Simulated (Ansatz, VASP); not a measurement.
# One calculation of Y3Si2F, two programs

```
CELL_PARAMETERS angstrom
5.64240 0.00000 0.00000
-2.82120 4.88647 0.00000
0.00000 0.00000 4.16738
ATOMIC_POSITIONS crystal
Y 0.00000 0.50000 0.99502
Y 0.50000 0.00000 0.99502
Y 0.50000 0.50000 0.99502
Si 0.66667 0.33333 0.49615
Si 0.33333 0.66667 0.49615
F 0.00000 0.00000 0.19263
```

Change from the starting cell: species swapped into the NaSn2Pd3 type (P6mm, No. 183).

Alike in both runs: task relaxation of cell and atoms; functional PBE; k mesh 6 × 6 × 4; occupations gaussian, width 0.1 eV; no spin polarisation.

|  | VASP | Ansatz |
| --- | --- | --- |
| version | VASP 6.6.1 | Ansatz 0.2.0 |
| potentials or method | VASP PAW PBE potentials, release 64 (Y_sv, Si, F), cutoff 600 eV | scalar-relativistic, plane waves, PAW |
| valence electrons in the cell | 48 | 48 |

VASP gave:

- gap on the k mesh at the Fermi level, each at its own relaxed structure (eV): none
- relaxed volume (Å³/atom): 28.58
- relaxed length of the cell vector where the two differ most in proportion (Å): 7.081

What did Ansatz give for the same quantities?

gap on the k mesh at the Fermi level, each at its own relaxed structure (eV): none; relaxed volume (Å³/atom): 29.23; relaxed length of the cell vector where the two differ most in proportion (Å): 7.179.

A gap of «none» marks a metal or a gap that the smearing closes.

The k mesh is coarse, so the values compare programs but aren't converged. Noted on VASP's run: the volume moved by over 15 % at a fixed basis, so the end points are rough.
